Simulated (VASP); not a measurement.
A run of VASP 6.6.1:

The input POSCAR:

```
I
1.0
    3.6591087810     -2.4108815219      0.0000000000
    3.6591087810      2.4108815219      0.0000000000
    0.0000000000      0.0000000000      9.8582991087
I
4
Direct
    0.6493000000      0.3507000000      0.3844000000
    0.1493000000      0.8507000000      0.1156000000
    0.3507000000      0.6493000000      0.6156000000
    0.8507000000      0.1493000000      0.8844000000
```

INCAR.step1

```
SYSTEM = I
PREC = Accurate ; ENCUT = 520
ISMEAR = -1 ; SIGMA = 0.05
LREAL = .False. ; LASPH = .True.
NELM = 60 ; NBANDS = 22
GGA = PE ; ALGO = Normal
EDIFF = 1E-4 ; LWAVE = .True.
LCHARG = .False.
```

INCAR.step2

```
SYSTEM = I
PREC = Accurate ; ENCUT = 520
EDIFF = 1E-6 ; ISMEAR = -1
SIGMA = 0.05 ; LREAL = .False.
LASPH = .True. ; NELM = 60
ALGO = Normal ; ISIF = 2
LWAVE = .False. ; LCHARG = .True.
METAGGA = R2SCAN ; LMIXTAU = .True.
LELF = .True. ; LVHAR = .True.
NBANDS = 22 ; ISTART = 1
```

Contents of KPOINTS:

```
regular mesh
0
Gamma
  7 7 3
  0 0 0
```

Potentials or basis: VASP PAW PBE potentials, release 64 (I).

The run is started by

```sh
$ cat potpaw_PBE.64/I/POTCAR > POTCAR
$ cp INCAR.step1 INCAR
$ mpirun -np 1 vasp_std > vasp.out
$ cp INCAR.step2 INCAR
$ mpirun -np 1 vasp_std > vasp.out
```

Hardware: 1 thread of Intel Xeon 6975P-C, on a shared host.

Q: Estimate the wall time of this run.

A: Run time: 6.1 min on 1 thread of Intel Xeon 6975P-C, on a shared host, peak memory 0.39 GiB. Counts: k points 32.
